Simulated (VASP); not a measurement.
# SiC (Fm-3m) in VASP: further runs

SiC is run at these levels: PBEsol; tasks: single point.

Program: VASP 6.6.1. These are calculated values, not measurements. Logs are shortened: lines on timing, memory, paths and dates and some standing lists are left out, and cuts for length are marked.

### Step 1. The cell of the first run

Symmetry: Fm-3m, No. 225, cubic system. The conventional cell has a = 3.806 Å, b = 3.806 Å, c = 3.806 Å, α = 90.00°, β = 90.00°, γ = 90.00°. Within 2.5 Å of C (site symmetry m-3m) lie 6 Si at 1.90 Å. Si (site symmetry m-3m) has 6 C at 1.90 Å within 2.5 Å.

### Step 2. Single point, PBEsol (volume scaled by 0.840)

The input, INCAR:

```
PREC = Accurate
ENCUT = 520
EDIFF = 1E-7
ISMEAR = 0
SIGMA = 0.05
LREAL = False
LASPH = True
NELM = 60
ALGO = Normal
ISIF = 2
LWAVE = False
LCHARG = False
GGA = PS
NBANDS = 11
```

The input, KPOINTS:

```
regular mesh
0
Gamma
  20 20 20
```

The input, POSCAR:

```
SiC
1.0
    0.0000000000      1.9031858706      1.9031858706
    1.9031858706      0.0000000000      1.9031858706
    1.9031858706      1.9031858706      0.0000000000
C Si
1 1
Direct
    0.0000000000      0.0000000000      0.0000000000
    0.5000000000      0.5000000000      0.5000000000
```

Potentials or basis: VASP PAW PBE potentials, release 64 (C, Si).

Started as:

```
$ cat potpaw_PBE.64/C/POTCAR potpaw_PBE.64/Si/POTCAR > POTCAR
$ mpirun -np 1 vasp_std > vasp.out
```

OUTCAR:

```text
PREC = Accurate
   ENCUT = 520
   EDIFF = 1E-7
   ISMEAR = 0
   LREAL = False
   LASPH = True
   NELM = 60
   ISIF = 2
   GGA = PS

 ion  position               nearest neighbor table
   1  0.000  0.000  0.000-   2 1.90   2 1.90   2 1.90   2 1.90   2 1.90   2 1.90
   2  0.500  0.500  0.500-   1 1.90   1 1.90   1 1.90   1 1.90   1 1.90   1 1.90

  LATTYP: Found a face centered cubic cell.
 ALAT       =     3.8063717412

  Lattice vectors:

 A1 = (   0.0000000000,   1.9031858706,   1.9031858706)
 A2 = (   1.9031858706,   0.0000000000,   1.9031858706)
 A3 = (   1.9031858706,   1.9031858706,   0.0000000000)

Analysis of symmetry for initial positions (statically):
=====================================================================
 Subroutine PRICEL returns:
 Original cell was already a primitive cell.

 Routine SETGRP: Setting up the symmetry group for a
 face centered cubic supercell.

 Subroutine GETGRP returns: Found 48 space group operations
 (whereof 48 operations were pure point group operations)
 out of a pool of 48 trial point group operations.

The static configuration has the point symmetry O_h .

Analysis of symmetry for dynamics (positions and initial velocities):
=====================================================================
 Subroutine PRICEL returns:
 Original cell was already a primitive cell.

 Routine SETGRP: Setting up the symmetry group for a
 face centered cubic supercell.

 Subroutine GETGRP returns: Found 48 space group operations
 (whereof 48 operations were pure point group operations)
 out of a pool of 48 trial point group operations.

The dynamic configuration has the point symmetry O_h .

 Subroutine INISYM returns: Found 48 space group operations
 (whereof 48 operations are pure point group operations),
 and found     1 'primitive' translations

----------------------------------------------------------------------------------------

                                     Primitive cell

  volume of cell :      13.7871

  direct lattice vectors                    reciprocal lattice vectors
     0.000000000  1.903185871  1.903185871    -0.262717377  0.262717377  0.262717377
     1.903185871  0.000000000  1.903185871     0.262717377 -0.262717377  0.262717377
     1.903185871  1.903185871  0.000000000     0.262717377  0.262717377 -0.262717377

  length of vectors
     2.691511270  2.691511270  2.691511270     0.455039845  0.455039845  0.455039845

  position of ions in fractional coordinates (direct lattice)
     0.000000000  0.000000000  0.000000000
     0.500000000  0.500000000  0.500000000

  ion indices of the primitive-cell ions
   primitive index   ion index
                 1           1
                 2           2

----------------------------------------------------------------------------------------

 KPOINTS: regular mesh

Automatic generation of k-mesh.
 Grid dimensions read from file:
 generate k-points for:   20   20   20

 Generating k-lattice:

  Cartesian coordinates                     Fractional coordinates (reciprocal lattice)
    -0.013135869  0.013135869  0.013135869     0.050000000  0.000000000  0.000000000
     0.013135869 -0.013135869  0.013135869     0.000000000  0.050000000  0.000000000
     0.013135869  0.013135869 -0.013135869     0.000000000  0.000000000  0.050000000

  Length of vectors
     0.022751992  0.022751992  0.022751992

  Shift w.r.t. Gamma in fractional coordinates (k-lattice)
     0.000000000  0.000000000  0.000000000

 Subroutine IBZKPT returns following result:
 ===========================================

 Found    256 irreducible k-points:

 Following reciprocal coordinates:
            Coordinates               Weight
  0.000000  0.000000  0.000000      1.000000
  0.050000  0.000000  0.000000      8.000000
  0.100000  0.000000  0.000000      8.000000
  0.150000  0.000000  0.000000      8.000000
  0.200000  0.000000  0.000000      8.000000
  0.250000  0.000000  0.000000      8.000000
[... 16 lines left out ...]
 -0.400000  0.050000  0.000000     24.000000
 -0.350000  0.050000  0.000000     24.000000
 [... further k-points ...]
   k-points           NKPTS =    256   k-points in BZ     NKDIM =    256   number of bands    NBANDS=     11
   number of dos      NEDOS =    301   number of ions     NIONS =      2
   total plane-waves  NPLWV =   8000
   dimension x,y,z NGX =    20 NGY =   20 NGZ =   20
   dimension x,y,z NGXF=    40 NGYF=   40 NGZF=   40
   ions per type =               1   1
   NGX,Y,Z   is equivalent  to a cutoff of  12.35, 12.35, 12.35 a.u.
   NGXF,Y,Z  is equivalent  to a cutoff of  24.71, 24.71, 24.71 a.u.
 SYSTEM =  unknown system
   PREC   = accura    normal or accurate (medium, high low for compatibility)
   ISTART =      0    job   : 0-new  1-cont  2-samecut
   ICHARG =      2    charge: 1-file 2-atom 10-const
   ISPIN  =      1    spin polarized calculation?
   LNONCOLLINEAR =      F non collinear calculations
   LSORBIT =      F    spin-orbit coupling
   LASPH  =      T    aspherical Exc in radial PAW
   ENCUT  =  520.0 eV  38.22 Ry    6.18 a.u.   5.00  5.00  5.00*2*pi/ulx,y,z
   NELM   =     60;   NELMIN=  2; NELMDL= -5     # of ELM steps
   EDIFF  = 0.1E-06   stopping-criterion for ELM
   LREAL  =      F    real-space projection
   EDIFFG = 0.1E-05   stopping-criterion for IOM
   NSW    =      0    number of steps for IOM
   IBRION =     -1    ionic relax: 0-MD 1-quasi-New 2-CG
   NFREE  =      0    steps in history (QN), initial steepest desc. (CG)
   ISIF   =      2    stress and relaxation
   ISYM   =      2    0-nonsym 1-usesym 2-fastsym
   POTIM  = 0.5000    time-step for ionic-motion
   TEBEG  =    0.0;   TEEND  =   0.0 temperature during run
   PSTRESS=    0.0 pullay stress
   NELECT =       8.0000    total number of electrons
   NUPDOWN=      -1.0000    fix difference up-down
   EMIN   =  10.00;   EMAX   =-10.00  energy-range for DOS
   EFERMI =   0.00;   METHOD = LEGACY
   ISMEAR =     0;   SIGMA  =   0.05  broadening in eV -4-tet -1-fermi 0-gaus
   EFERMI_NEDOS =   21; number of points for ismear=-14 and -15
   IALGO  =     38    algorithm
   IMIX   =      4    mixing-type and parameters
     AMIX     =   0.40;   BMIX     =  1.00
     AMIX_MAG =   1.60;   BMIX_MAG =  1.00
  volume/ion in A,a.u.               =       6.89        46.52
  Fermi-wavevector in a.u.,A,eV,Ry     =   1.365464  2.580353 25.367957  1.864492
  Thomas-Fermi vector in A             =   2.491690
   LORBIT       =      0    0 simple, 1 ext, 2 COOP (PROOUT), +10 PAW based schemes
   GGA     = PS    functional components
   LHFCALC =     F    Hartree Fock is set to
   AEXX    =    0.0000 exact exchange contribution
   IVDW    =     0    specifies the selected vdW correction
   LEPSILON=     F    determine dielectric tensor
   LRPA    =     F    only Hartree local field effects (RPA)
 non-spin polarized calculation
 Gauss-broadening in eV      SIGMA  =   0.05
  energy-cutoff  :      520.00
  volume of cell :       13.79
 maximum number of plane-waves:       388
   NGX =  9   NGY =  9   NGZ =  9

 number of electron       7.9999999 magnetization

 Free energy of the ion-electron system (eV)
  ---------------------------------------------------
  ext. energy  EPLUGINS =         0.00000000
  ---------------------------------------------------
  free energy    TOTEN  =       -14.12918113 eV

  energy without entropy =      -14.12918113  energy(sigma->0) =      -14.12918113

 E-fermi :  15.6437     XC(G=0): -13.6369

 val. band max:       15.4459563502   @ k =  -0.0500   0.0500   0.0000
 cond. band min:      15.8315175509   @ k =   0.5000   0.5000   0.0000
 fundamental gap:      0.3855612007
 Fermi energy:        15.6437131210

 k-point     1 :       0.0000    0.0000    0.0000
  band No.  band energies     occupation
      1      -5.3509      2.00000
      2      15.4381      2.00000
      3      15.4381      2.00000
      4      15.4381      2.00000
      5      24.3280      0.00000
      6      24.3280      0.00000
      7      24.3280      0.00000
      8      26.5443      0.00000
      9      30.2553      0.00000
     10      30.2553      0.00000
     11      30.5961      0.00000

 k-point     2 :       0.0500    0.0000    0.0000
  band No.  band energies     occupation
      1      -5.2821      2.00000
      2      15.0514      2.00000
      3      15.3782      2.00000
      4      15.3782      2.00000
      5      24.2104      0.00000
      6      24.4704      0.00000
      7      24.4704      0.00000
      8      26.6746      0.00000
      9      28.9271      0.00000
     10      28.9271      0.00000
     11      30.5102      0.00000

 k-point     3 :       0.1000    0.0000    0.0000
  band No.  band energies     occupation
      1      -5.0760      2.00000
      2      14.0165      2.00000
      3      15.2141      2.00000
      4      15.2141      2.00000
      5      23.9111      0.00000
      6      24.8269      0.00000
      7      24.8269      0.00000
      8      27.0891      0.00000
      9      27.6890      0.00000
     10      27.6890      0.00000
     11      30.2369      0.00000

 k-point     4 :       0.1500    0.0000    0.0000
  band No.  band energies     occupation
      1      -4.7332      2.00000
      2      12.5807      2.00000
      3      14.9828      2.00000
      4      14.9828      2.00000
      5      23.5540      0.00000
      6      25.0127      0.00000
      7      25.0127      0.00000
      8      27.0531      0.00000
      9      27.0531      0.00000
     10      27.7323      0.00000
     11      29.8268      0.00000
[... 239 lines left out ...]
 k-point    22 :      -0.4500    0.0500    0.0000
  band No.  band energies     occupation
      1       0.3273      2.00000
      2       2.7266      2.00000
      3      13.4101      2.00000
      4      13.8003      2.00000
      5      21.4010      0.00000
      6      21.7087      0.00000
      7      22.7715      0.00000
      8      27.6510      0.00000
      9      32.1188      0.00000
     10      34.1866      0.00000
     11      34.7798      0.00000

 k-point    23 :      -0.4000    0.0500    0.0000
  band No.  band energies     occupation
      1      -0.6721      2.00000
      2       3.9900      2.00000
      3      13.3704      2.00000
      4      13.9775      2.00000
      5      21.7333      0.00000
      6      21.7775      0.00000
      7      22.7909      0.00000
      8      27.8342      0.00000
      9      31.6539      0.00000
     10      32.7644      0.00000
     11      34.2790      0.00000

 k-point    24 :      -0.3500    0.0500    0.0000
  band No.  band energies     occupation
      1      -1.6707      2.00000
      2       5.4732      2.00000
      3      13.4004      2.00000
      4      14.1986      2.00000
      5      22.0262      0.00000
      6      22.2234      0.00000
      7      22.8424      0.00000
      8      28.1468      0.00000
      9      30.8655      0.00000
     10      31.1756      0.00000
     11      33.2483      0.00000

 [... further k-points ...]

------------------------ aborting loop because EDIFF is reached ----------------------------------------

  FORCE on cell =-STRESS in cart. coord.  units (eV):
  Direction    XX          YY          ZZ          XY          YZ          ZX
  --------------------------------------------------------------------------------------
  -------------------------------------------------------------------------------------
  Total        5.7640120      5.7640120      5.7640120      0.0000000     -0.0000000     -0.0000000
  in kB      669.8257639    669.8257639    669.8257639      0.0000000     -0.0000000     -0.0000000
  external PRESSURE =     669.8257639 kB  Pullay stress =       0.0000000 kB

 VOLUME and BASIS-vectors are now :
 -----------------------------------------------------------------------------
  energy-cutoff  :      520.00
  volume of cell :       13.79
      direct lattice vectors                 reciprocal lattice vectors
     0.000000000  1.903185871  1.903185871    -0.262717377  0.262717377  0.262717377
     1.903185871  0.000000000  1.903185871     0.262717377 -0.262717377  0.262717377
     1.903185871  1.903185871  0.000000000     0.262717377  0.262717377 -0.262717377

 POSITION                                       TOTAL-FORCE (eV/Angst)
 -----------------------------------------------------------------------------------
      0.00000      0.00000      0.00000         0.000000     -0.000000     -0.000000
      1.90319      1.90319      1.90319        -0.000000      0.000000      0.000000
 -----------------------------------------------------------------------------------
    total drift:                                0.000000     -0.000000     -0.000000

  FREE ENERGIE OF THE ION-ELECTRON SYSTEM (eV)
  ---------------------------------------------------
  free  energy   TOTEN  =       -14.1291811280 eV

  energy  without entropy=      -14.1291811280  energy(sigma->0) =      -14.12918113
```

Wall time 23 s (1 thread of Intel Xeon 6975P-C, shared host); peak memory 0.15 GiB.

Results:

- Free energy: -14.1292 eV
- Pressure: 67.0 GPa
- Band gap on the k mesh: 0.39 eV, indirect (least direct gap 5.51 eV)

Levels at points of the mesh, in eV from the valence-band top:
```tsv
k point	band 1	band 2	band 3	band 4	band 5	band 6	band 7	band 8
(0.00, 0.00, 0.00)	-20.80	-0.01	-0.01	-0.01	8.88	8.88	8.88	11.10
(0.50, 0.00, 0.00)	-14.82	-13.18	-1.62	-1.62	6.10	6.10	7.06	11.68
(0.50, 0.50, 0.00)	-12.50	-11.67	-5.12	-5.12	0.39	1.47	17.61	17.66
```

Caveat: the PAW data sets were made with another functional, which shifts forces and pressure a little.

(Continued in part 2 of 2.)
